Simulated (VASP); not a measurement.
Here is a VASP 6.6.1 calculation.

The input INCAR:

```
ALGO = Normal
EDIFF = 1E-6
ENCUT = 520
GGA = PS
ISIF = 2
ISMEAR = 0
LASPH = T
LCHARG = T
LELF = T
LREAL = F
LVHAR = T
LWAVE = F
NBANDS = 16
NELM = 100
PREC = Accurate
SIGMA = 0.15
```

File KPOINTS:

```
k-points
0
Gamma
  14 14 14
```

POSCAR

```
InSb
1.0
    0.0000000000      3.1709365814      2.8084985302
    3.1709365814      0.0000000000      2.8084985302
    3.1709365814      3.1709365814      0.0000000000
In Sb
1 1
Direct
    0.0000000000      0.0000000000      0.0000000000
    0.5000000000      0.5000000000      0.5000000000
```

Potentials or basis: VASP PAW PBE potentials, release 64 (In_d, Sb).

The run is started by

```console
$ cat potpaw_PBE.64/In_d/POTCAR potpaw_PBE.64/Sb/POTCAR > POTCAR
$ mpirun -np 1 vasp_std > vasp.out
```

(1) Estimate the pressure.

(2) Predict the band gap on the k mesh.

Answers

(1) 0.5 GPa.

(2) zero (bands 9 and 10 overlap by 3.09 eV).

Caveat: the PAW data sets were made with another functional, which shifts forces and pressure a little; spin-orbit coupling is left out, which moves the levels of the heavy elements.
